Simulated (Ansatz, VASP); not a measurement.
## One calculation of InAs, two programs

File POSCAR:

```
InAs
1.0
    0.0000000000      2.9922354926      2.9922354926
    2.9922354926      0.0000000000      2.9922354926
    2.9922354926      2.9922354926      0.0000000000
In As
1 1
Direct
    0.0000000000      0.0000000000      0.0000000000
    0.2500000000      0.2500000000      0.2500000000
```

File INCAR.step1:

```
PREC = Accurate ; ENCUT = 520
ISMEAR = -1 ; SIGMA = 0.02
LREAL = False ; LASPH = True
NELM = 100 ; NBANDS = 16
GGA = PE ; ALGO = Normal
EDIFF = 1E-4 ; LWAVE = True
LCHARG = False
```

The input INCAR.step2:

```
PREC = Accurate ; ENCUT = 520
EDIFF = 1E-6 ; ISMEAR = -1
SIGMA = 0.02 ; LREAL = False
LASPH = True ; NELM = 100
ALGO = Normal ; ISIF = 2
LWAVE = False ; LCHARG = False
METAGGA = R2SCAN ; LMIXTAU = True
NBANDS = 16 ; ISTART = 1
```

Contents of KPOINTS:

```
regular mesh
0
Gamma
  6 6 6
```

Input for Ansatz:

```yaml
crystal:
  lattice:
    - [0.0, 2.9922354926, 2.9922354926]
    - [2.9922354926, 0.0, 2.9922354926]
    - [2.9922354926, 2.9922354926, 0.0]
  atoms:
    - { symbol: In, position: [0.0, 0.0, 0.0] }
    - { symbol: As, position: [0.25, 0.25, 0.25] }
kpoints:
  mp_grid: { grid: [6, 6, 6] }
hamiltonian:
  xc: r2scan
scf:
  occupations: { method: fermi_dirac, width: 0.02 }
  n_extra_bands: 4
output:
  forces: true
  stress: true
  eigenvalues: true
```

Alike in both runs: task single point; functional r2SCAN; k mesh 6 × 6 × 6; occupations fermi-dirac, width 0.02 eV; no spin polarisation.

|  | VASP | Ansatz |
| --- | --- | --- |
| version | VASP 6.6.1 | Ansatz 0.2.0 |
| potentials or method | VASP PAW PBE potentials, release 64 (In_d, As) | plane waves, PAW |
| plane-wave cutoff (eV) | 520 | 500 |
| valence electrons in the cell | 18 | 28 |

|  | VASP | Ansatz | Ansatz less VASP |
| --- | --- | --- | --- |
| pressure (GPa) | 4.1 | 4.1 | -0.01 |

VASP's potentials were made for PBE, not for r2SCAN. VASP's potentials hold 18 valence electrons a cell and Ansatz's 28, so a difference there can come from the potentials and not from the codes.
